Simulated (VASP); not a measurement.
Input of a VASP 6.6.1 run:

Contents of INCAR:

```
PREC = Accurate ; ENCUT = 600
EDIFF = 1E-6 ; ISMEAR = 0
SIGMA = 0.02 ; LREAL = False
LASPH = True ; NELM = 60
ALGO = Normal ; ISIF = 3
LWAVE = False ; LCHARG = False
GGA = PE ; IBRION = 2
NSW = 100 ; EDIFFG = -0.01
```

Contents of KPOINTS:

```
Automatic mesh
0
Gamma
  6 6 4
```

POSCAR

```
Mg2CdTe3
1.0
    4.6197140225      0.0000000000      0.0000000000
   -2.3098570112      4.0007897017      0.0000000000
    0.0000000000      0.0000000000     11.2852921220
Mg Cd Te
2 1 3
Direct
    0.0000000000      0.0000000000      0.9993690662
    0.3333333333      0.6666666667      0.6692483401
    0.6666666667      0.3333333333      0.3319303373
    0.6666666667      0.3333333333      0.0792434217
    0.3333333333      0.6666666667      0.4204276715
    0.0000000000      0.0000000000      0.7497811632
```

Potentials or basis: VASP PAW PBE potentials, release 64 (Mg, Cd, Te).

Command:

```sh
$ cat potpaw_PBE.64/Mg/POTCAR potpaw_PBE.64/Cd/POTCAR potpaw_PBE.64/Te/POTCAR > POTCAR
$ mpirun -np 1 vasp_std > vasp.out
```

Q: What does it give for the relaxed cell?

A: a = 4.633 Å, b = 4.633 Å, c = 11.319 Å, α = 90.00°, β = 90.00°, γ = 120.00°.

Q: What does it give for the relaxed volume?

A: 35.07 Å³/atom.

Q: Predict the band gap on the k mesh.

A: 1.46 eV.

The path:
```tsv
step	energy change (eV)	largest force (eV/Å)	pressure (GPa)	volume (Å³)
1	0.0000	0.0309	0.31	208.58
2	-0.0018	0.0125	-0.03	210.63
3	-0.0018	0.0148	0.00	210.43
4	-0.0018	0.0143	0.00	210.46
5	-0.0018	0.0137	-0.02	210.53
6	-0.0018	0.0096	-0.01	210.41
```

Caveat: spin-orbit coupling is left out, which moves the levels of the heavy elements. A k mesh can miss the band edges.
